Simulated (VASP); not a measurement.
# C in VASP: single point with PBE+D3(BJ)

Aim: the single point of C with PBE+D3(BJ).

All numbers are computed with VASP 6.6.1; they aren't measurements. Logs are shortened: lines on timing, memory, paths and dates and some standing lists are left out, and cuts for length are marked.

**1. The cell of the first run**

The cell holds a slab with vacuum, 4 atoms: a = 2.466 Å, b = 2.466 Å, c = 17.500 Å, α = 90.00°, β = 90.00°, γ = 120.00°.

**2. Single point, PBE+D3(BJ)**

INCAR

```
SYSTEM = C
PREC = Accurate
ENCUT = 520
EDIFF = 1E-6
ISMEAR = 0
SIGMA = 0.1
LREAL = .FALSE.
LASPH = .TRUE.
NELM = 80
ALGO = Normal
ISIF = 2
LWAVE = .FALSE.
LCHARG = .FALSE.
LDIPOL = .TRUE.
IDIPOL = 3
DIPOL = 0.5 0.5 0.343
GGA = PE
IVDW = 12
NBANDS = 16
```

KPOINTS

```
Automatic mesh
0
G
  15 15 1
  0 0 0
```

POSCAR

```
C
1.0
    2.4656524409      0.0000000000      0.0000000000
   -1.2328262205      2.1353176508      0.0000000000
    0.0000000000      0.0000000000     17.5000663883
C
4
Direct
    0.6666666667      0.3333333333      0.2571437784
    0.3333333333      0.6666666667      0.2571418816
    1.0000000000      1.0000000000      0.4291450227
    0.6666666667      1.3333333333      0.4291431259
```

Potentials or basis: VASP PAW PBE potentials, release 64 (C).

Started as:

```sh
cat potpaw_PBE.64/C/POTCAR > POTCAR
mpirun -np 1 vasp_std > vasp.out
```

OUTCAR:

```text
SYSTEM = C
   PREC = Accurate
   ENCUT = 520
   EDIFF = 1E-6
   ISMEAR = 0
   LREAL = .FALSE.
   LASPH = .TRUE.
   NELM = 80
   ISIF = 2
   GGA = PE
   IVDW = 12
 IVDW          = 12

 ion  position               nearest neighbor table
   1  0.667  0.333  0.257-   2 1.42   2 1.42   2 1.42
   2  0.333  0.667  0.257-   1 1.42   1 1.42   1 1.42
   3  0.000  0.000  0.429-   4 1.42   4 1.42   4 1.42
   4  0.667  0.333  0.429-   3 1.42   3 1.42   3 1.42

  LATTYP: Found a hexagonal cell.
 ALAT       =     2.4656524409
 C/A-ratio  =     7.0975398227

  Lattice vectors:

 A1 = (   2.4656524409,   0.0000000000,   0.0000000000)
 A2 = (  -1.2328262205,   2.1353176508,   0.0000000000)
 A3 = (   0.0000000000,   0.0000000000,  17.5000663883)

Analysis of symmetry for initial positions (statically):
=====================================================================
 Subroutine PRICEL returns:
 Original cell was already a primitive cell.

 Routine SETGRP: Setting up the symmetry group for a
 hexagonal supercell.

 Subroutine GETGRP returns: Found 12 space group operations
 (whereof  6 operations were pure point group operations)
 out of a pool of 24 trial point group operations.

The static configuration has the point symmetry C_3v.
 The point group associated with its full space group is D_3d.

Analysis of symmetry for dynamics (positions and initial velocities):
=====================================================================
 Subroutine PRICEL returns:
 Original cell was already a primitive cell.

 Routine SETGRP: Setting up the symmetry group for a
 hexagonal supercell.

 Subroutine GETGRP returns: Found 12 space group operations
 (whereof  6 operations were pure point group operations)
 out of a pool of 24 trial point group operations.

The dynamic configuration has the point symmetry C_3v.
 The point group associated with its full space group is D_3d.

 Subroutine INISYM returns: Found 12 space group operations
 (whereof  6 operations are pure point group operations),
 and found     1 'primitive' translations

----------------------------------------------------------------------------------------

                                     Primitive cell

  volume of cell :      92.1370

  direct lattice vectors                    reciprocal lattice vectors
     2.465652441  0.000000000  0.000000000     0.405572166  0.234157199  0.000000000
[... 98 lines left out ...]
   POTIM  = 0.5000    time-step for ionic-motion
   TEBEG  =    0.0;   TEEND  =   0.0 temperature during run
   PSTRESS=    0.0 pullay stress
   NELECT =      16.0000    total number of electrons
   NUPDOWN=      -1.0000    fix difference up-down
   EMIN   =  10.00;   EMAX   =-10.00  energy-range for DOS
   EFERMI =   0.00;   METHOD = LEGACY
   ISMEAR =     0;   SIGMA  =   0.10  broadening in eV -4-tet -1-fermi 0-gaus
   EFERMI_NEDOS =   21; number of points for ismear=-14 and -15
   IALGO  =     38    algorithm
   IMIX   =      4    mixing-type and parameters
     AMIX     =   0.40;   BMIX     =  1.00
     AMIX_MAG =   1.60;   BMIX_MAG =  1.00
  volume/ion in A,a.u.               =      23.03       155.44
  Fermi-wavevector in a.u.,A,eV,Ry     =   0.913349  1.725980 11.350070  0.834207
  Thomas-Fermi vector in A             =   2.037850
   LORBIT       =      0    0 simple, 1 ext, 2 COOP (PROOUT), +10 PAW based schemes
   GGA     = PE    functional components
   LHFCALC =     F    Hartree Fock is set to
   AEXX    =    0.0000 exact exchange contribution
   IVDW    =    12    specifies the selected vdW correction
   LEPSILON=     F    determine dielectric tensor
   LRPA    =     F    only Hartree local field effects (RPA)
 non-spin polarized calculation
 Gauss-broadening in eV      SIGMA  =   0.10
  energy-cutoff  :      520.00
  volume of cell :       92.14
 maximum number of plane-waves:      2516
   NGX =  9   NGY =  9   NGZ = 65

 dipolmoment           0.000000      0.000000      0.000004 electrons x Angstroem

 number of electron      15.9999997 magnetization

 dipolmoment           0.000000      0.000000     -0.000000 electrons x Angstroem

 Free energy of the ion-electron system (eV)
  ---------------------------------------------------
  ext. energy  EPLUGINS =         0.00000000
  ---------------------------------------------------
  free energy    TOTEN  =       -36.79826993 eV

  energy without entropy =      -36.79726693  energy(sigma->0) =      -36.79776843

 E-fermi :  -0.8904     XC(G=0):  -4.3600

 val. band max:       -0.8904100634   @ k =   0.3333   0.3333   0.0000
 cond. band min:      -0.8904089369   @ k =   0.3333   0.3333   0.0000
 fundamental gap:      0.0000011265
 Fermi energy:        -0.8904095003

 k-point     1 :       0.0000    0.0000    0.0000
  band No.  band energies     occupation
      1     -20.5494      2.00000
      2     -20.2163      2.00000
      3      -9.2404      2.00000
      4      -7.6301      2.00000
      5      -3.9013      2.00000
      6      -3.9013      2.00000
[... 433 lines left out ...]
      3     -13.5673      2.00000
      4     -13.4907      2.00000
      5      -9.7583      2.00000
      6      -9.6315      2.00000
[... 8 lines left out ...]
     15      11.2015      0.00000
     16      11.3232      0.00000

 [... further k-points ...]

------------------------ aborting loop because EDIFF is reached ----------------------------------------

 vacuum level on the upper side and lower side of the slab       (xc-potential included)        -0.121        -0.121

 Edisp (eV)   -0.51518

 E8    (eV) :    -0.1559

  FORCE on cell =-STRESS in cart. coord.  units (eV):
  Direction    XX          YY          ZZ          XY          YZ          ZX
  --------------------------------------------------------------------------------------
  -------------------------------------------------------------------------------------
  Total       0.06754     0.06754     0.75119    -0.00000     0.00000     0.00000
  in kB       1.17446     1.17446    13.06256    -0.00000     0.00000     0.00000
  external pressure =        5.14 kB  Pullay stress =        0.00 kB

 VOLUME and BASIS-vectors are now :
 -----------------------------------------------------------------------------
  energy-cutoff  :      520.00
  volume of cell :       92.14
      direct lattice vectors                 reciprocal lattice vectors
     2.465652441  0.000000000  0.000000000     0.405572166  0.234157199  0.000000000
    -1.232826221  2.135317651  0.000000000     0.000000000  0.468314398  0.000000000
     0.000000000  0.000000000 17.500066388     0.000000000  0.000000000  0.057142640

 POSITION                                       TOTAL-FORCE (eV/Angst)
 -----------------------------------------------------------------------------------
      1.23283      0.71177      4.50003        -0.000000     -0.000000     -0.102247
     -0.00000      1.42355      4.50000         0.000000      0.000000     -0.155500
      0.00000      0.00000      7.51007        -0.000000     -0.000000      0.155500
      1.23283      0.71177      7.51003         0.000000      0.000000      0.102247
 -----------------------------------------------------------------------------------
    total drift:                                0.000000      0.000000     -0.000006

  FREE ENERGIE OF THE ION-ELECTRON SYSTEM (eV)
  ---------------------------------------------------
  free  energy   TOTEN  =       -37.3134537722 eV

  energy  without entropy=      -37.3124507685  energy(sigma->0) =      -37.31295227

 vacuum level on the upper side and lower side of the slab         3.391         3.390
```

OSZICAR:

```text
N       E                     dE             d eps       ncg     rms          rms(c)
DAV:   1     0.833139446855E+02    0.83314E+02   -0.66993E+03   872   0.811E+02
DAV:   2    -0.309425199227E+02   -0.11426E+03   -0.10176E+03  1176   0.192E+02
DAV:   3    -0.390557475605E+02   -0.81132E+01   -0.80297E+01  1120   0.533E+01
[... 12 lines left out ...]
DAV:  16    -0.367982417970E+02   -0.52476E-04   -0.12804E-06   968   0.610E-03    0.236E-03
DAV:  17    -0.367982656083E+02   -0.23811E-04   -0.14620E-06   904   0.510E-03    0.162E-03
DAV:  18    -0.367982686666E+02   -0.30583E-05   -0.60307E-08   800   0.135E-03    0.259E-04
DAV:  19    -0.367982698459E+02   -0.11793E-05   -0.32123E-08   688   0.792E-04    0.134E-04
DAV:  20    -0.367982699292E+02   -0.83322E-07   -0.30457E-09   832   0.300E-04
   1 F= -.37313454E+02 E0= -.37312952E+02  d E =-.100300E-02
```

stdout:

```text
POSCAR found type information on POSCAR C
 POSCAR found :  1 types and       4 ions
 scaLAPACK will be used
 LDA part: xc-table for (Slater+PW92), standard interpolation
 POSCAR, INCAR and KPOINTS ok, starting setup
 FFT: planning ... GRIDC
 FFT: planning ... GRID_SOFT
 FFT: planning ... GRID
 WAVECAR not read
 entering main loop
```

Run time: 33 s. Hardware: 1 thread of Intel Xeon 6975P-C (Granite Rapids), shared host; peak memory 0.21 GiB.

Results:

| Property | Result |
| --- | --- |
| Free energy | -37.3135 eV |
| Largest force | 0.155 eV/Å |
| Band gap on the k mesh | zero (filled and empty bands touch) |
| Dispersion energy per atom | -0.129 eV |

Forces on the atoms (eV/Å):
```
C    0.000  0.000 -0.102
C    0.000  0.000 -0.155
C    0.000  0.000  0.155
C    0.000  0.000  0.102
```

Levels at points of the mesh, in eV from the Fermi level:
```csv
k point,band 5,band 6,band 7,band 8,band 9,band 10,band 11,band 12
"(0.00, 0.00, 0.00)",-3.01,-3.01,-2.98,-2.98,3.55,3.95,4.89,6.51
```
